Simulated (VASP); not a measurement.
Set up this calculation in VASP 6.6.1, as the native input.

```yaml
Task: single point
Functional: PBE
Dispersion: D3(BJ)
Potentials_or_basis: VASP PAW PBE potentials, release 64 (C, N, H)
Cutoff: 520 eV
k_mesh: 2 × 2 × 1
Occupations: gaussian, width 0.05 eV
Spin: no spin polarisation
Dipole_correction: no
Further_INCAR_settings: LREAL = Auto; ALGO = Normal; EDIFF = 1e-06; NBANDS = 57
```

The structure of H3C18N lies in POSCAR:

```
H3C18N
1.0
    7.3980000000      0.0000000000      0.0000000000
   -3.6990000000      6.4068560000      0.0000000000
    0.0000000000      0.0000000000     12.0000000000
C N H
18 1 3
Direct
    0.0078747457      0.0004577908      0.0679235833
    0.2319478464      0.1121606292      0.0673040833
    0.0083396474      0.3356590190      0.0683345000
    0.2312486978      0.4471264845      0.0704086667
    0.0100199142      0.6685140106      0.0668064167
    0.2298834274      0.7784218968      0.0677462500
    0.3417916209      0.0023566941      0.0652588333
    0.5648001713      0.1139171850      0.0645244167
    0.3433416317      0.3350782349      0.0691605833
    0.5634203793      0.4450129674      0.0663449167
    0.3411905090      0.6670885064      0.0698091667
    0.5651895236      0.7791806153      0.0692008333
    0.6766098446      0.0017901136      0.0669730000
    0.8962332918      0.1114982138      0.0680003333
    0.6749464164      0.3339839385      0.0613095833
    0.8983765089      0.4455556672      0.0651750833
    0.6752107868      0.6693707491      0.0682692500
    0.8980113447      0.7805806779      0.0672549167
    0.5534780146      0.1692263725      0.2783120000
    0.5563975094      0.3034589821      0.2548846667
    0.6838387905      0.1965524120      0.3198020000
    0.4200304244      0.0704339227      0.3188630833
```

These files were run (other wordings do the same):

INCAR

```
PREC = Accurate
ENCUT = 520
EDIFF = 1E-6
ISMEAR = 0
SIGMA = 0.05
LREAL = Auto
LASPH = True
NELM = 100
ALGO = Normal
ISIF = 2
LWAVE = False
LCHARG = False
GGA = PE
IVDW = 12
NBANDS = 57
```

KPOINTS

```
Automatic mesh
0
Gamma
  2 2 1
```

Potentials or basis: VASP PAW PBE potentials, release 64 (C, N, H).

Launch:

```bash
$ cat potpaw_PBE.64/C/POTCAR potpaw_PBE.64/N/POTCAR potpaw_PBE.64/H/POTCAR > POTCAR
$ mpirun -np 1 vasp_std > vasp.out
```

It gave:

```
Largest force              : 0.471 eV/Å
Band gap on the k mesh     : 0.14 eV
Dispersion energy per atom : -0.083 eV
```

Caveat: the k points lie up to 0.49 Å⁻¹ apart; there is no dipole correction, which matters where the two faces differ.

It took 8.8 min on 1 thread of Intel Xeon 8259CL, with other jobs on the host, peak memory 0.6 GiB.
